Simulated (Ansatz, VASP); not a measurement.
Ga3SbN2: VASP beside Ansatz

```xyz
6
Lattice="4.1075 0.0000 0.0000 -2.0537 3.5572 0.0000 0.0000 0.0000 8.8507" Properties=species:S:1:pos:R:3 pbc="T T T"
Ga    2.0537    0.0000    4.4254
Ga   -1.0269    1.7786    4.4254
Ga    1.0269    1.7786    4.4254
Sb    0.0000    0.0000    0.0000
N     0.0000    0.0000    3.8071
N     0.0000    0.0000    5.0436
```

Alike in both runs: task single point; functional PBE; k mesh 6 × 6 × 2; occupations gaussian, width 0.1 eV; no spin polarisation.

|  | VASP | Ansatz |
| --- | --- | --- |
| version | VASP 6.6.1 | Ansatz 0.2.0 |
| potentials or method | VASP PAW PBE potentials, release 64 (Ga_d, Sb, N), cutoff 520 eV | scalar-relativistic, plane waves, PAW |
| valence electrons in the cell | 54 | 64 |

Ansatz gave:

| Quantity | Value |
| --- | --- |
| gap on the k mesh at the Fermi level (eV) | none |
| rms of the force components (eV/Å) | 4.181 |

Q: What did VASP give for the same quantities?

A: gap on the k mesh at the Fermi level (eV): none; rms of the force components (eV/Å): 4.318.

Atom by atom the forces differ by 0.137 eV/Å (rms over components). A gap of «none» marks a metal or a gap that the smearing closes. VASP's potentials hold 54 valence electrons a cell and Ansatz's 64, so a difference there can come from the potentials and not from the codes.

Neither program's run includes spin-orbit coupling. Noted on VASP's run: the standard files for N, O and F lose accuracy on very short bonds.
